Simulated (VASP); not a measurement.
The system is Ge.

```
CELL_PARAMETERS angstrom
3.02952 0.00000 0.00000
-1.51476 2.62364 0.00000
0.00000 0.00000 2.51172
ATOMIC_POSITIONS crystal
Ge 0.00000 0.00000 0.50000
```

| Quantity | Value |
| --- | --- |
| Program | VASP 6.6.1 |
| Task | relaxation of cell and atoms |
| Functional | PBE |
| Potentials or basis | VASP PAW PBE potentials, release 64 (Ge_d) |
| Cutoff | 600 eV |
| k mesh | 6 × 6 × 6 |
| Occupations | gaussian, width 0.1 eV |
| Spin | no spin polarisation |

At the start: pressure -0.5 GPa; volume 19.96 Å³/atom.

**Question.** Where does the relaxation end?

**Answer.** Over 8 steps the energy falls by 182.1 meV/atom and the volume is 19.73 Å³/atom (-1.2 %); space group P6/mmm (No. 191, to 0.05 Å).

The path:
| step | energy change (eV) | largest force (eV/Å) | pressure (GPa) | volume (Å³) |
| --- | --- | --- | --- | --- |
| 1 | 0.0000 | 0.0000 | -0.52 | 19.96 |
| 2 | -0.1445 | 0.0000 | -0.93 | 19.71 |
| 3 | -0.1691 | 0.0000 | 0.05 | 19.59 |
| 4 | -0.1664 | 0.0000 | 2.24 | 19.32 |
| 5 | -0.1813 | 0.0000 | 0.75 | 19.47 |
| 6 | -0.1813 | 0.0000 | 0.85 | 19.46 |
| 7 | -0.1820 | 0.0000 | -0.15 | 19.79 |
| 8 | -0.1821 | 0.0000 | 0.00 | 19.73 |

Final structure:
```cif
data_structure
_symmetry_space_group_name_H-M 'P 1'
_symmetry_Int_Tables_number 1
_cell_length_a 2.8482
_cell_length_b 2.8482
_cell_length_c 2.8077
_cell_angle_alpha 90.000
_cell_angle_beta 90.000
_cell_angle_gamma 120.000
_cell_volume 19.73
loop_
_atom_site_label
_atom_site_type_symbol
_atom_site_fract_x
_atom_site_fract_y
_atom_site_fract_z
_atom_site_occupancy
Ge1 Ge 0.00000 0.00000 0.50000 1
```

Caveat: the k points lie up to 0.42 Å⁻¹ apart in the final cell.
